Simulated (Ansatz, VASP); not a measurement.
HfTi3O8 in VASP and in Ansatz

```
Hf Ti O
1.0
     3.30331   -3.27989    0.00000
     3.30331    3.27989    0.00000
     0.00000    0.00000    6.05346
Hf Ti O
1 3 8
Direct
  0.50000 0.50000 0.00000
  0.00000 0.00000 0.74463
  0.50000 0.50000 0.50000
  0.00000 0.00000 0.25537
  0.18672 0.18672 0.00000
  0.81328 0.81328 0.00000
  0.69984 0.30016 0.73656
  0.30016 0.69984 0.73656
  0.19463 0.19463 0.50000
  0.80537 0.80537 0.50000
  0.69984 0.30016 0.26344
  0.30016 0.69984 0.26344
```

Alike in both runs: task single point; functional r2SCAN; k mesh 6 × 6 × 4; no spin polarisation.

```csv
,VASP,Ansatz
version,VASP 6.6.1,Ansatz 0.2.0
potentials or method,"VASP PAW PBE potentials, release 64 (Hf_pv, Ti_sv, O)","plane waves, PAW"
plane-wave cutoff (eV),520,500
occupations,"gaussian, width 0.01 eV",fixed
valence electrons in the cell,94,110
```

Ansatz gave:

```
gap on the k mesh at the Fermi level (eV) : 2.36
pressure (GPa)                            : 0.0
rms of the force components (eV/Å)        : 0.001
```

Q: Estimate VASP's values.

A: gap on the k mesh at the Fermi level (eV): 2.37; pressure (GPa): 0.0; rms of the force components (eV/Å): 0.089.

VASP's potentials were made for PBE, not for r2SCAN. VASP's potentials hold 94 valence electrons a cell and Ansatz's 110, so a difference there can come from the potentials and not from the codes.

Spin-orbit coupling is off throughout.
